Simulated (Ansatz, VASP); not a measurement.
# Two plane-wave programs on SiC

```
Si C
1.0
     6.19641    0.00000    0.00000
     0.00000    6.19641    0.00000
     0.00000    0.00000    5.17719
Si C
8 8
Direct
  0.64085 0.85915 0.92328
  0.64085 0.14085 0.42328
  0.35915 0.85915 0.42328
  0.35915 0.14085 0.92328
  0.14085 0.35915 0.57672
  0.85915 0.64085 0.57672
  0.14085 0.64085 0.07672
  0.85915 0.35915 0.07672
  0.64849 0.85151 0.54943
  0.35151 0.14849 0.54943
  0.64849 0.14849 0.04943
  0.35151 0.85151 0.04943
  0.14849 0.35151 0.95057
  0.14849 0.64849 0.45057
  0.85151 0.35151 0.45057
  0.85151 0.64849 0.95057
```

Alike in both runs: functional PBE; k mesh 4 × 4 × 6; occupations gaussian, width 0.02 eV; no spin polarisation.

Ansatz relaxed the structure, and its values are those at the end. VASP's run is a single point on that final structure, the one shown.

|  | VASP | Ansatz |
| --- | --- | --- |
| version | VASP 6.6.1 | Ansatz 0.2.0 |
| potentials or method | VASP PAW PBE potentials, release 64 (Si, C), cutoff 520 eV | scalar-relativistic, plane waves, PAW |
| valence electrons in the cell | 64 | 64 |

VASP gave:

- gap on the k mesh at the Fermi level (eV): 2.81
- least direct gap on the mesh (eV): 3.00
- pressure (GPa): -0.1

Q: Which values does Ansatz return?

A: gap on the k mesh at the Fermi level (eV): 2.82; least direct gap on the mesh (eV): 3.01; pressure (GPa): 0.0.
